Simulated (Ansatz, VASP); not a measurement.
**TiO2 in VASP and in Ansatz**

```
Ti O
1.0
     1.50659    0.86983    4.86236
    -1.50659    0.86983    4.86236
     0.00000   -1.73966    4.86236
Ti O
1 2
Direct
  0.00000 0.00000 0.00000
  0.58946 0.58946 0.58946
  0.41054 0.41054 0.41054
```

Alike in both runs: task single point; functional PBE; dispersion D3(BJ); k mesh 6 × 6 × 6; occupations gaussian, width 0.1 eV; collinear spin.

|  | VASP | Ansatz |
| --- | --- | --- |
| version | VASP 6.6.1 | Ansatz 0.2.0 |
| potentials or method | VASP PAW PBE potentials, release 64 (Ti_sv, O), cutoff 520 eV | scalar-relativistic, plane waves, PAW |
| valence electrons in the cell | 24 | 24 |

```csv
,VASP,Ansatz,Ansatz less VASP
gap on the k mesh at the Fermi level (eV),1.71,1.72,+0.018
least direct gap on the mesh (eV),2.05,2.07,+0.020
pressure (GPa),-19.7,-20.2,-0.50
"traceless stress, the component that is largest in VASP (GPa)",-5.32,-5.12,+0.197
rms of the force components (eV/Å),1.432,1.459,+0.0271
net moment per atom (μB),0.00,0.00,0.000
```

Atom by atom the forces differ by 0.027 eV/Å (rms over components). Ansatz's warnings: seeded moment not kept.
